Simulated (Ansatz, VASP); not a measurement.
Two plane-wave programs on InAs

POSCAR

```
InAs
1.0
    0.0000000000      3.0379873375      3.0379873375
    3.0379873375      0.0000000000      3.0379873375
    3.0379873375      3.0379873375      0.0000000000
In As
1 1
Direct
    0.0000000000      0.0000000000      0.0000000000
    0.7500000000      0.7500000000      0.7500000000
```

INCAR.step1

```
PREC = Accurate ; ENCUT = 520
EDIFF = 1E-5 ; ISMEAR = -1
SIGMA = 0.05 ; LREAL = False
LASPH = True ; NELM = 100
ALGO = Normal ; ISIF = 2
LWAVE = True ; NBANDS = 16
GGA = PE
```

INCAR.step2

```
PREC = Accurate ; ENCUT = 520
EDIFF = 1E-6 ; ISMEAR = -1
SIGMA = 0.05 ; LREAL = False
LASPH = True ; NELM = 100
ALGO = Normal ; ISIF = 2
LWAVE = False ; LCHARG = True
METAGGA = R2SCAN ; LHFCALC = True
AEXX = 0.5 ; LMIXTAU = True
PRECFOCK = Normal ; LELF = True
LVHAR = True ; NBANDS = 16
ISTART = 1
```

Contents of KPOINTS:

```
regular mesh
0
Gamma
  4 4 4
```

File input.yaml:

```yaml
crystal:
  lattice:
    - [0.0, 3.0379873375, 3.0379873375]
    - [3.0379873375, 0.0, 3.0379873375]
    - [3.0379873375, 3.0379873375, 0.0]
  atoms:
    - { symbol: In, position: [0.0, 0.0, 0.0] }
    - { symbol: As, position: [0.75, 0.75, 0.75] }
hamiltonian:
  xc: r2scan50
  pseudopotentials: { kind: paw }
kpoints:
  mp_grid: { grid: [4, 4, 4] }
scf:
  occupations: { method: fermi_dirac, width: 0.05 }
output:
  forces: true
  stress: true
  eigenvalues: true
```

Alike in both runs: task single point; functional r2SCAN50; k mesh 4 × 4 × 4; occupations fermi-dirac, width 0.05 eV; no spin polarisation.

|  | VASP | Ansatz |
| --- | --- | --- |
| version | VASP 6.6.1 | Ansatz 0.2.0 |
| potentials or method | VASP PAW PBE potentials, release 64 (In_d, As) | Ansatz PAW |
| plane-wave cutoff (eV) | 520 | 500 |
| valence electrons in the cell | 18 | 28 |

Ansatz gave:

```
gap on the k mesh at the Fermi level (eV) : 2.66
least direct gap on the mesh (eV)         : 2.66
pressure (GPa)                            : -1.4
```

**Question.** What did VASP give for the same quantities?

**Answer.** gap on the k mesh at the Fermi level (eV): 2.77; least direct gap on the mesh (eV): 2.77; pressure (GPa): -2.0.

VASP's potentials were made for PBE, not for r2SCAN50. VASP's potentials hold 18 valence electrons a cell and Ansatz's 28, so a difference there can come from the potentials and not from the codes.

The k mesh is coarse, so the values compare programs but aren't converged.
